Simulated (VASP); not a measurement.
Write the native input for VASP 6.6.1 that does the following.

| Property | Result |
| --- | --- |
| Task | single point |
| Functional | PBEsol |
| Potentials or basis | VASP PAW PBE potentials, release 64 (Mg, S) |
| Cutoff | 520 eV |
| k mesh | 6 × 6 × 4 |
| Occupations | gaussian, width 0.02 eV |
| Spin | no spin polarisation |
| Dipole correction | no |
| Further INCAR settings | ALGO = Normal; EDIFF = 1e-07; NBANDS = 16 |

The structure of MgS lies in POSCAR:

```
MgS
1.0
    4.1496544191      0.0000000000      0.0000000000
   -2.0748272096      3.5937061439      0.0000000000
    0.0000000000      0.0000000000      6.2997187250
Mg S
2 2
Direct
    0.6666666667      0.3333333333      0.4923853559
    0.3333333333      0.6666666667      0.9923853559
    0.3333333333      0.6666666667      0.3826136441
    0.6666666667      0.3333333333      0.8826136441
```

This cell differs from its parent crystal: biaxial strain in the a-b plane: +3.0 %.

One way to write it, as run:

INCAR

```
PREC     = Accurate       # precision mode
ENCUT    = 520            # plane-wave cutoff, eV
EDIFF    = 1E-7           # SCF threshold, eV
ISMEAR   = 0              # smearing method
SIGMA    = 0.02           # smearing width, eV
LREAL    = F              # projectors in reciprocal space
LASPH    = T              # aspherical terms in the spheres
NELM     = 80             # most SCF steps
ALGO     = Normal         # electronic algorithm
ISIF     = 2              # what is computed and relaxed
LWAVE    = F              # write WAVECAR
LCHARG   = F              # write CHGCAR
GGA      = PS             # functional
NBANDS   = 16             # bands
```

KPOINTS

```
Automatic mesh
0
Gamma
  6 6 4
```

Potentials or basis: VASP PAW PBE potentials, release 64 (Mg, S).

Run with:

```sh
$ cat potpaw_PBE.64/Mg/POTCAR potpaw_PBE.64/S/POTCAR > POTCAR
$ mpirun -np 1 vasp_std > vasp.out
```

It gave:

The pressure is -2.4 GPa, the largest force is 0.082 eV/Å and the band gap on the k mesh is 2.96 eV, direct.

Caveat: the cell differs from its parent crystal (biaxial strain in the a-b plane: +3.0 %); the PAW data sets were made with another functional, which shifts forces and pressure a little.

Wall time 54 s on 1 thread of Intel Xeon 8259CL, on a shared host, peak memory 0.22 GiB.
